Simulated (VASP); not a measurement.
# Hg (I4/mmm) in VASP: further runs

Runs on Hg. Level: PBEsol. Tasks: single point.

Everything below comes from runs of VASP 6.6.1. Logs are shortened: lines on timing, memory, paths and dates and some standing lists are left out, and cuts for length are marked.

## 1. The cell of the first run

Symmetry: I4/mmm, No. 139, tetragonal system. Conventional cell: a = 3.781 Å, b = 3.781 Å, c = 3.376 Å, α = 90.00°, β = 90.00°, γ = 90.00°. Within 4.2 Å of Hg (site symmetry 4/mmm) lie 14 Hg at 3.16 to 3.78 Å.

## 2. Single point, PBEsol (strain along c alone, the other axes held: +1.0 %)

Input file INCAR:

```
SYSTEM = Hg
PREC = Accurate ; ENCUT = 520
EDIFF = 1E-6 ; ISMEAR = 0
SIGMA = 0.1 ; LREAL = .FALSE.
LASPH = .TRUE. ; NELM = 80
ALGO = Fast ; ISIF = 2
LWAVE = .FALSE. ; LCHARG = .FALSE.
GGA = PS ; NBANDS = 19
```

Input file KPOINTS:

```
Automatic mesh
0
G
  12 12 12
  0 0 0
```

Input file POSCAR:

```
Hg
1.0
    3.7807521512      0.0000000000      0.0000000000
    0.0000000000      3.7807521512      0.0000000000
    0.0000000000      0.0000000000      3.3761867490
Hg
2
Direct
    0.0000000000      0.0000000000      0.0000000000
    0.5000000000      0.5000000000      0.5000000000
```

Potentials or basis: VASP PAW PBE potentials, release 64 (Hg).

Command:

```sh
cat potpaw_PBE.64/Hg/POTCAR > POTCAR
mpirun -np 1 vasp_std > vasp.out
```

OUTCAR:

```text
SYSTEM = Hg
   PREC = Accurate
   ENCUT = 520
   EDIFF = 1E-6
   ISMEAR = 0
   LREAL = .FALSE.
   LASPH = .TRUE.
   NELM = 80
   ISIF = 2
   GGA = PS

 ion  position               nearest neighbor table
   1  0.000  0.000  0.000-   2 3.16   2 3.16   2 3.16   2 3.16   2 3.16   2 3.16   2 3.16   2 3.16

   2  0.500  0.500  0.500-   1 3.16   1 3.16   1 3.16   1 3.16   1 3.16   1 3.16   1 3.16   1 3.16

  LATTYP: Found a simple tetragonal cell.
 ALAT       =     3.7807521512
 C/A-ratio  =     0.8929934082

  Lattice vectors:

 A1 = (   3.7807521512,   0.0000000000,   0.0000000000)
 A2 = (   0.0000000000,   3.7807521512,   0.0000000000)
 A3 = (   0.0000000000,   0.0000000000,   3.3761867490)

Analysis of symmetry for initial positions (statically):
=====================================================================
 Subroutine PRICEL returns following result:

  LATTYP: Found a body centered tetragonal cell.
 ALAT       =     3.7807521512
 C/A-ratio  =     0.8929934082

  Lattice vectors:

 A1 = (  -1.8903760756,  -1.8903760756,  -1.6880933745)
 A2 = (   1.8903760756,   1.8903760756,  -1.6880933745)
 A3 = (   1.8903760756,  -1.8903760756,   1.6880933745)

   2 primitive cells build up your supercell.

 Routine SETGRP: Setting up the symmetry group for a
 simple tetragonal supercell.

 Subroutine GETGRP returns: Found 16 space group operations
 (whereof 16 operations were pure point group operations)
 out of a pool of 16 trial point group operations.

The static configuration has the point symmetry D_4h.

Analysis of symmetry for dynamics (positions and initial velocities):
=====================================================================
 Subroutine PRICEL returns following result:

  LATTYP: Found a body centered tetragonal cell.
 ALAT       =     3.7807521512
 C/A-ratio  =     0.8929934082

  Lattice vectors:

 A1 = (  -1.8903760756,  -1.8903760756,  -1.6880933745)
 A2 = (   1.8903760756,   1.8903760756,  -1.6880933745)
 A3 = (   1.8903760756,  -1.8903760756,   1.6880933745)

   2 primitive cells build up your supercell.

 Routine SETGRP: Setting up the symmetry group for a
 simple tetragonal supercell.

 Subroutine GETGRP returns: Found 16 space group operations
 (whereof 16 operations were pure point group operations)
 out of a pool of 16 trial point group operations.

The dynamic configuration has the point symmetry D_4h.

 Subroutine INISYM returns: Found 16 space group operations
 (whereof 16 operations are pure point group operations),
 and found     2 'primitive' translations

----------------------------------------------------------------------------------------

                                     Primitive cell

  volume of cell :      24.1298

  direct lattice vectors                    reciprocal lattice vectors
    -1.890376076 -1.890376076 -1.688093374    -0.000000000 -0.264497634 -0.296192146
     1.890376076  1.890376076 -1.688093375     0.264497634  0.000000000 -0.296192146
     1.890376076 -1.890376076  1.688093374     0.264497634 -0.264497634  0.000000000

  length of vectors
     3.161756261  3.161756261  3.161756261     0.397100474  0.397100474  0.374056142

  position of ions in fractional coordinates (direct lattice)
     0.000000000  0.000000000  0.000000000

  ion indices of the primitive-cell ions
   primitive index   ion index
                 1           1

----------------------------------------------------------------------------------------

 KPOINTS: Automatic mesh

Automatic generation of k-mesh.
 Grid dimensions read from file:
 generate k-points for:   12   12   12

 Generating k-lattice:

  Cartesian coordinates                     Fractional coordinates (reciprocal lattice)
     0.022041470  0.000000000  0.000000000     0.083333333  0.000000000  0.000000000
     0.000000000  0.022041470  0.000000000     0.000000000  0.083333333  0.000000000
     0.000000000  0.000000000  0.024682679     0.000000000  0.000000000  0.083333333

  Length of vectors
     0.022041470  0.022041470  0.024682679

  Shift w.r.t. Gamma in fractional coordinates (k-lattice)
     0.000000000  0.000000000  0.000000000

 Subroutine IBZKPT returns following result:
 ===========================================

 Found    196 irreducible k-points:

 Following reciprocal coordinates:
            Coordinates               Weight
  0.000000  0.000000  0.000000      1.000000
  0.083333  0.000000  0.000000      4.000000
  0.166667  0.000000  0.000000      4.000000
  0.250000  0.000000  0.000000      4.000000
  0.333333  0.000000  0.000000      4.000000
  0.416667  0.000000  0.000000      4.000000
[... 16 lines left out ...]
  0.333333  0.333333  0.000000      4.000000
  0.416667  0.333333  0.000000      8.000000
 [... further k-points ...]
   k-points           NKPTS =    196   k-points in BZ     NKDIM =    196   number of bands    NBANDS=     19
   number of dos      NEDOS =    301   number of ions     NIONS =      2
   total plane-waves  NPLWV =  21952
   dimension x,y,z NGX =    28 NGY =   28 NGZ =   28
   dimension x,y,z NGXF=    56 NGYF=   56 NGZF=   56
   ions per type =               2
   NGX,Y,Z   is equivalent  to a cutoff of  12.31, 12.31, 13.79 a.u.
   NGXF,Y,Z  is equivalent  to a cutoff of  24.62, 24.62, 27.57 a.u.
 SYSTEM =  Hg
   PREC   = accura    normal or accurate (medium, high low for compatibility)
   ISTART =      0    job   : 0-new  1-cont  2-samecut
   ICHARG =      2    charge: 1-file 2-atom 10-const
   ISPIN  =      1    spin polarized calculation?
   LNONCOLLINEAR =      F non collinear calculations
   LSORBIT =      F    spin-orbit coupling
   LASPH  =      T    aspherical Exc in radial PAW
   ENCUT  =  520.0 eV  38.22 Ry    6.18 a.u.   7.03  7.03  6.28*2*pi/ulx,y,z
   NELM   =     80;   NELMIN=  2; NELMDL= -5     # of ELM steps
   EDIFF  = 0.1E-05   stopping-criterion for ELM
   LREAL  =      F    real-space projection
   EDIFFG = 0.1E-04   stopping-criterion for IOM
   NSW    =      0    number of steps for IOM
   IBRION =     -1    ionic relax: 0-MD 1-quasi-New 2-CG
   NFREE  =      0    steps in history (QN), initial steepest desc. (CG)
   ISIF   =      2    stress and relaxation
   ISYM   =      2    0-nonsym 1-usesym 2-fastsym
   POTIM  = 0.5000    time-step for ionic-motion
   TEBEG  =    0.0;   TEEND  =   0.0 temperature during run
   PSTRESS=    0.0 pullay stress
   NELECT =      24.0000    total number of electrons
   NUPDOWN=      -1.0000    fix difference up-down
   EMIN   =  10.00;   EMAX   =-10.00  energy-range for DOS
   EFERMI =   0.00;   METHOD = LEGACY
   ISMEAR =     0;   SIGMA  =   0.10  broadening in eV -4-tet -1-fermi 0-gaus
   EFERMI_NEDOS =   21; number of points for ismear=-14 and -15
   IALGO  =     68    algorithm
   IMIX   =      4    mixing-type and parameters
     AMIX     =   0.40;   BMIX     =  1.00
     AMIX_MAG =   1.60;   BMIX_MAG =  1.00
  volume/ion in A,a.u.               =      24.13       162.84
  Fermi-wavevector in a.u.,A,eV,Ry     =   1.297033  2.451037 22.889000  1.682294
  Thomas-Fermi vector in A             =   2.428451
   LORBIT       =      0    0 simple, 1 ext, 2 COOP (PROOUT), +10 PAW based schemes
   GGA     = PS    functional components
   LHFCALC =     F    Hartree Fock is set to
   AEXX    =    0.0000 exact exchange contribution
   IVDW    =     0    specifies the selected vdW correction
   LEPSILON=     F    determine dielectric tensor
   LRPA    =     F    only Hartree local field effects (RPA)
 non-spin polarized calculation
 RMM-DIIS sequential band-by-band and
 Gauss-broadening in eV      SIGMA  =   0.10
  energy-cutoff  :      520.00
  volume of cell :       48.26
 maximum number of plane-waves:      1316
   NGX = 15   NGY = 15   NGZ = 13

 number of electron      24.0000006 magnetization

 Free energy of the ion-electron system (eV)
  ---------------------------------------------------
  ext. energy  EPLUGINS =         0.00000000
  ---------------------------------------------------
  free energy    TOTEN  =        -1.10971532 eV

  energy without entropy =       -1.10659942  energy(sigma->0) =       -1.10815737

 E-fermi :   2.3511     XC(G=0): -10.9284

 val. band max:        2.3177254572   @ k =   0.4167   0.1667   0.4167
 cond. band min:       2.3654075217   @ k =   0.5000   0.4167   0.1667
 fundamental gap:      0.0476820644
 Fermi energy:         2.3511272089

 k-point     1 :       0.0000    0.0000    0.0000
  band No.  band energies     occupation
      1      -6.5388      2.00000
      2      -5.3700      2.00000
      3      -5.3085      2.00000
      4      -4.8217      2.00000
      5      -4.4792      2.00000
      6      -4.4792      2.00000
[... 11 lines left out ...]
     18      16.1539      0.00000
     19      16.1539      0.00000

 k-point     2 :       0.0833    0.0000    0.0000
  band No.  band energies     occupation
      1      -6.4535      2.00000
      2      -5.3470      2.00000
      3      -5.2731      2.00000
      4      -4.8095      2.00000
      5      -4.4704      2.00000
      6      -4.4605      2.00000
[... 11 lines left out ...]
     18      15.6537      0.00000
     19      15.8346      0.00000

 k-point     3 :       0.1667    0.0000    0.0000
  band No.  band energies     occupation
      1      -6.2024      2.00000
      2      -5.2809      2.00000
      3      -5.1715      2.00000
      4      -4.7718      2.00000
      5      -4.4430      2.00000
      6      -4.4055      2.00000
[... 11 lines left out ...]
     18      14.5173      0.00000
     19      14.9408      0.00000

 k-point     4 :       0.2500    0.0000    0.0000
  band No.  band energies     occupation
      1      -5.8045      2.00000
      2      -5.1774      2.00000
      3      -5.0185      2.00000
      4      -4.7054      2.00000
      5      -4.3941      2.00000
      6      -4.3174      2.00000
[... 407 lines left out ...]
     18      13.7760      0.00000
     19      16.5574      0.00000

 k-point    23 :       0.3333    0.3333    0.0000
  band No.  band energies     occupation
      1      -5.4401      2.00000
      2      -5.2078      2.00000
      3      -4.7238      2.00000
      4      -4.4788      2.00000
      5      -4.3218      2.00000
      6      -4.1601      2.00000
[... 11 lines left out ...]
     18      14.6053      0.00000
     19      17.3527      0.00000

 k-point    24 :       0.4167    0.3333    0.0000
  band No.  band energies     occupation
      1      -5.4291      2.00000
      2      -5.3015      2.00000
      3      -4.7356      2.00000
      4      -4.6109      2.00000
      5      -4.1899      2.00000
      6      -4.1471      2.00000
[... 11 lines left out ...]
     18      14.2269      0.00000
     19      17.8783      0.00000

 [... further k-points ...]

------------------------ aborting loop because EDIFF is reached ----------------------------------------

  FORCE on cell =-STRESS in cart. coord.  units (eV):
  Direction    XX          YY          ZZ          XY          YZ          ZX
  --------------------------------------------------------------------------------------
  -------------------------------------------------------------------------------------
  Total       -0.0154274     -0.0154274     -0.1508691      0.0000000     -0.0000000      0.0000000
  in kB       -0.5121775     -0.5121775     -5.0087331      0.0000000     -0.0000000      0.0000000
  external PRESSURE =      -2.0110293 kB  Pullay stress =       0.0000000 kB

 VOLUME and BASIS-vectors are now :
 -----------------------------------------------------------------------------
  energy-cutoff  :      520.00
  volume of cell :       48.26
      direct lattice vectors                 reciprocal lattice vectors
     3.780752151  0.000000000  0.000000000     0.264497634  0.000000000  0.000000000
     0.000000000  3.780752151  0.000000000     0.000000000  0.264497634  0.000000000
     0.000000000  0.000000000  3.376186749     0.000000000  0.000000000  0.296192146

 POSITION                                       TOTAL-FORCE (eV/Angst)
 -----------------------------------------------------------------------------------
      0.00000      0.00000      0.00000        -0.000000     -0.000000     -0.000000
      1.89038      1.89038      1.68809         0.000000      0.000000      0.000000
 -----------------------------------------------------------------------------------
    total drift:                                0.000000      0.000000      0.000000

  FREE ENERGIE OF THE ION-ELECTRON SYSTEM (eV)
  ---------------------------------------------------
  free  energy   TOTEN  =        -1.1097153247 eV

  energy  without entropy=       -1.1065994219  energy(sigma->0) =       -1.10815737
```

It took 1.8 min on 1 thread of Intel Xeon 6975P-C, shared host; peak memory 0.26 GiB.

What came out:

* Free energy: -1.1097 eV
* Pressure: -0.2 GPa
* Band gap on the k mesh: zero (band 12 reaches 5.12 eV, above the bottom of band 13 at 0.75 eV)

Caveat: the cell differs from its parent crystal (strain along c alone, the other axes held: +1.0 %); the PAW data sets were made with another functional, which shifts forces and pressure a little; spin-orbit coupling is left out, which moves the levels of the heavy elements.

## 3. Single point, PBEsol (strain along c alone, the other axes held: +2.0 %)

Input file INCAR:

```
PREC = Accurate ; ENCUT = 520
EDIFF = 1E-7 ; ISMEAR = 0
SIGMA = 0.1 ; LREAL = F
LASPH = T ; NELM = 60
ALGO = Fast ; ISIF = 2
LWAVE = F ; LCHARG = F
GGA = PS ; NBANDS = 19
```

Input file KPOINTS:

```
Automatic mesh
0
Gamma
  12 12 12
```

POSCAR, as its differences from that of step 2:

```diff
@@ -4,3 +4,3 @@
     0.0000000000      3.7807521512      0.0000000000
-    0.0000000000      0.0000000000      3.3761867490
+    0.0000000000      0.0000000000      3.4096143405
 Hg
```

Potentials or basis: VASP PAW PBE potentials, release 64 (Hg).

Command:

```sh
cat potpaw_PBE.64/Hg/POTCAR > POTCAR
mpirun -np 1 vasp_std > vasp.out
```

OUTCAR:

```text
PREC = Accurate
   ENCUT = 520
   EDIFF = 1E-7
   ISMEAR = 0
   LREAL = F
   LASPH = T
   NELM = 60
   ISIF = 2
   GGA = PS

 ion  position               nearest neighbor table
   1  0.000  0.000  0.000-   2 3.17   2 3.17   2 3.17   2 3.17   2 3.17   2 3.17   2 3.17   2 3.17

   2  0.500  0.500  0.500-   1 3.17   1 3.17   1 3.17   1 3.17   1 3.17   1 3.17   1 3.17   1 3.17

  LATTYP: Found a simple tetragonal cell.
 ALAT       =     3.7807521512
 C/A-ratio  =     0.9018349271

  Lattice vectors:

 A1 = (   3.7807521512,   0.0000000000,   0.0000000000)
 A2 = (   0.0000000000,   3.7807521512,   0.0000000000)
 A3 = (   0.0000000000,   0.0000000000,   3.4096143405)

Analysis of symmetry for initial positions (statically):
=====================================================================
 Subroutine PRICEL returns following result:

  LATTYP: Found a body centered tetragonal cell.
 ALAT       =     3.7807521512
 C/A-ratio  =     0.9018349271

  Lattice vectors:

 A1 = (  -1.8903760756,  -1.8903760756,  -1.7048071703)
[... 180 lines left out ...]
  free energy    TOTEN  =        -1.10808626 eV

  energy without entropy =       -1.10436416  energy(sigma->0) =       -1.10622521

 E-fermi :   2.2825     XC(G=0): -10.8751

 val. band max:        2.2626948111   @ k =   0.1667   0.0833   0.0000
 cond. band min:       2.3059507578   @ k =   0.0833   0.0000   0.2500
 fundamental gap:      0.0432559467
 Fermi energy:         2.2825126148

 k-point     1 :       0.0000    0.0000    0.0000
  band No.  band energies     occupation
      1      -6.5347      2.00000
      2      -5.3887      2.00000
      3      -5.3372      2.00000
      4      -4.8460      2.00000
      5      -4.5410      2.00000
      6      -4.5410      2.00000
[... 505 lines left out ...]
      6      -4.1740      2.00000
[... 11 lines left out ...]
     18      13.9750      0.00000
     19      17.8509      0.00000

 [... further k-points ...]

------------------------ aborting loop because EDIFF is reached ----------------------------------------

  FORCE on cell =-STRESS in cart. coord.  units (eV):
  Direction    XX          YY          ZZ          XY          YZ          ZX
  --------------------------------------------------------------------------------------
  -------------------------------------------------------------------------------------
  Total       -0.1363187     -0.1363187     -0.2027264      0.0000000      0.0000000      0.0000000
  in kB       -4.4813032     -4.4813032     -6.6643706      0.0000000      0.0000000      0.0000000
  external PRESSURE =      -5.2089923 kB  Pullay stress =       0.0000000 kB

 VOLUME and BASIS-vectors are now :
 -----------------------------------------------------------------------------
  energy-cutoff  :      520.00
  volume of cell :       48.74
      direct lattice vectors                 reciprocal lattice vectors
     3.780752151  0.000000000  0.000000000     0.264497634  0.000000000  0.000000000
     0.000000000  3.780752151  0.000000000     0.000000000  0.264497634  0.000000000
     0.000000000  0.000000000  3.409614341     0.000000000  0.000000000  0.293288302

 POSITION                                       TOTAL-FORCE (eV/Angst)
 -----------------------------------------------------------------------------------
      0.00000      0.00000      0.00000         0.000000     -0.000000      0.000000
      1.89038      1.89038      1.70481        -0.000000      0.000000     -0.000000
 -----------------------------------------------------------------------------------
    total drift:                                0.000000      0.000000      0.000000

  FREE ENERGIE OF THE ION-ELECTRON SYSTEM (eV)
  ---------------------------------------------------
  free  energy   TOTEN  =        -1.1080862589 eV

  energy  without entropy=       -1.1043641598  energy(sigma->0) =       -1.10622521
```

stdout:

```text
POSCAR found type information on POSCAR Hg
 POSCAR found :  1 types and       2 ions
 scaLAPACK will be used
 -----------------------------------------------------------------------------
|                                                                             |
|                                                                             |
|     You enforced a specific xc type in the INCAR file but a different       |
|     I HOPE YOU KNOW WHAT YOU ARE DOING!                                     |
|                                                                             |
 -----------------------------------------------------------------------------

 LDA part: xc-table for (Slater+PW92), standard interpolation
 POSCAR, INCAR and KPOINTS ok, starting setup
 FFT: planning ... GRIDC
 FFT: planning ... GRID_SOFT
 FFT: planning ... GRID
 WAVECAR not read
 entering main loop
```

Wall time 1.8 min (1 thread of Intel Xeon 6975P-C, shared host); peak memory 0.26 GiB.

Results:

- Free energy: -1.1081 eV
- Pressure: -0.5 GPa
- Band gap on the k mesh: zero (band 12 reaches 5.03 eV, above the bottom of band 13 at 0.74 eV)

Levels at points of the mesh, in eV from the Fermi level:
| k point | band 9 | band 10 | band 11 | band 12 | band 13 | band 14 | band 15 | band 16 |
| --- | --- | --- | --- | --- | --- | --- | --- | --- |
| (0.00, 0.00, 0.00) | -5.67 | -5.67 | -5.57 | 2.75 | 3.06 | 3.06 | 5.53 | 9.24 |
| (0.50, 0.00, 0.00) | -6.26 | -6.26 | -5.03 | -5.03 | 7.46 | 7.46 | 7.65 | 7.65 |
| (0.50, 0.50, 0.00) | -5.53 | -5.53 | -1.75 | -1.75 | -1.54 | -1.54 | 10.65 | 10.65 |
| (0.00, 0.00, 0.50) | -6.36 | -6.36 | -4.17 | -4.17 | 6.85 | 6.85 | 8.21 | 8.21 |
| (0.50, 0.00, 0.50) | -5.49 | -5.49 | -1.12 | -1.12 | -1.02 | -1.02 | 8.80 | 8.80 |
| (0.50, 0.50, 0.50) | -5.95 | -5.95 | -0.68 | -0.68 | 2.97 | 2.97 | 3.68 | 3.68 |

Caveat: the cell differs from its parent crystal (strain along c alone, the other axes held: +2.0 %); the PAW data sets were made with another functional, which shifts forces and pressure a little; spin-orbit coupling is left out, which moves the levels of the heavy elements.
